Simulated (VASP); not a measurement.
The system is Te2Mo, a slab with vacuum.

```
Te Mo
1.0
     3.63006    0.00000    0.00000
    -1.81503    3.14372    0.00000
     0.00000    0.00000   17.86775
Te Mo
2 1
Direct
  0.33333 0.66667 0.10214
  0.33333 0.66667 0.89786
  0.00000 0.00000 0.00000
```

Base run:

* Program: VASP 6.6.1
* Functional: r2SCAN
* Potentials or basis: VASP PAW PBE potentials, release 64 (Te, Mo_sv)
* Cutoff: 520 eV
* k mesh: 9 × 9 × 2
* Occupations: fermi-dirac, width 0.05 eV
* Spin: no spin polarisation

Its results: band gap on the k mesh 1.03 eV; largest force 0.758 eV/Å.

Question: The run is repeated on the same cell with these changes: functional from r2SCAN to LDA; potentials or basis from VASP PAW PBE potentials, release 64 (Te, Mo_sv) to VASP PAW LDA potentials, release 64 (Te, Mo_sv). What comes out?

Answer: Band gap on the k mesh 0.96 eV; largest force 1.101 eV/Å.

Caveats: spin-orbit coupling is left out, which moves the levels of the heavy elements; the PAW data sets were made with another functional, which shifts forces and pressure a little (at least some runs).

A k mesh can miss the band edges.
